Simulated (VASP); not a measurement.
Write the native input for VASP 6.6.1 that does the following.

| Property | Result |
| --- | --- |
| Task | single point |
| Functional | r2SCAN |
| Potentials or basis | VASP PAW PBE potentials, release 64 (Pb_d, O) |
| Cutoff | 520 eV |
| k mesh | 9 × 9 × 9 |
| Occupations | fermi-dirac, width 0.05 eV |
| Spin | no spin polarisation |
| Dipole correction | no |
| Further INCAR settings | ALGO = Normal; EDIFF = 1e-07; NBANDS = 20 |

PbO2:

```
CELL_PARAMETERS angstrom
0.00000 2.71989 2.71989
2.71989 0.00000 2.71989
2.71989 2.71989 0.00000
ATOMIC_POSITIONS crystal
Pb 0.00000 0.00000 0.00000
O 0.75000 0.75000 0.75000
O 0.25000 0.25000 0.25000
```

These files were run (other wordings do the same):

POSCAR

```
PbO2
1.0
    0.0000000000      2.7198865082      2.7198865082
    2.7198865082      0.0000000000      2.7198865082
    2.7198865082      2.7198865082      0.0000000000
Pb O
1 2
Direct
    0.0000000000      0.0000000000      0.0000000000
    0.7500000000      0.7500000000      0.7500000000
    0.2500000000      0.2500000000      0.2500000000
```

INCAR.step1

```
ALGO = Normal ; EDIFF = 1E-4
ENCUT = 520 ; GGA = PE
ISMEAR = -1 ; LASPH = True
LCHARG = False ; LREAL = False
LWAVE = True ; NBANDS = 20
NELM = 100 ; PREC = Accurate
SIGMA = 0.05
```

INCAR.step2

```
ALGO = Normal ; EDIFF = 1E-7
ENCUT = 520 ; ISIF = 2
ISMEAR = -1 ; ISTART = 1
LASPH = True ; LCHARG = False
LMIXTAU = True ; LREAL = False
LWAVE = False ; METAGGA = R2SCAN
NBANDS = 20 ; NELM = 100
PREC = Accurate ; SIGMA = 0.05
```

KPOINTS

```
k-points
0
Gamma
  9 9 9
```

Potentials or basis: VASP PAW PBE potentials, release 64 (Pb_d, O).

Run with:

```bash
$ cat potpaw_PBE.64/Pb_d/POTCAR potpaw_PBE.64/O/POTCAR > POTCAR
$ cp INCAR.step1 INCAR
$ mpirun -np 1 vasp_std > vasp.out
$ cp INCAR.step2 INCAR
$ mpirun -np 1 vasp_std > vasp.out
```

Results of the run:

```yaml
Pressure: -8.2 GPa
Band_gap_on_the_k_mesh: zero (band 13 reaches 4.98 eV, above the bottom of band 14 at 3.84 eV)
```

Caveat: the PAW data sets were made with another functional, which shifts forces and pressure a little; spin-orbit coupling is left out, which moves the levels of the heavy elements.

Wall time 70 s on 1 thread of Intel(R) Xeon(R) 6975P-C (Granite Rapids), on a shared host, peak memory 0.18 GiB.
